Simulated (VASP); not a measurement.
BAs: single point with BLYP+D4

Crystal: BAs.

```
CELL_PARAMETERS angstrom
0.00000 2.40432 2.40432
2.40432 0.00000 2.40432
2.40432 2.40432 0.00000
ATOMIC_POSITIONS crystal
As 0.75000 0.75000 0.75000
B 0.00000 0.00000 0.00000
```

| Quantity | Value |
| --- | --- |
| Program | VASP 6.6.1 |
| Task | single point |
| Functional | BLYP |
| Dispersion | D4 |
| Potentials or basis | VASP PAW PBE potentials, release 64 (As, B) |
| Cutoff | 520 eV |
| k mesh | 10 × 10 × 10 |
| Occupations | fermi-dirac, width 0.05 eV |
| Spin | no spin polarisation |

```json
{
 "Pressure": "-2.8 GPa",
 "Band gap on the k mesh": "1.42 eV, indirect (least direct gap 3.35 eV)",
 "Dispersion energy per atom": "-0.712 eV"
}
```

Levels at points of the mesh, in eV from the valence-band top:
```tsv
k point	band 2	band 3	band 4	band 5	band 6	band 7
(0.00, 0.00, 0.00)	0.00	0.00	0.00	3.35	3.35	3.35
(0.50, 0.00, 0.00)	-8.50	-1.76	-1.76	2.67	4.90	4.90
(0.50, 0.50, 0.00)	-8.31	-3.92	-3.92	1.69	1.71	11.12
```

It took 25 s on 1 thread of Intel(R) Xeon(R) Platinum 8259CL CPU @ 2.50GHz (Skylake/Cascade Lake), on a shared host, peak memory 0.16 GiB.

Caveat: the PAW data sets were made with another functional, which shifts forces and pressure a little. A k mesh can miss the band edges.
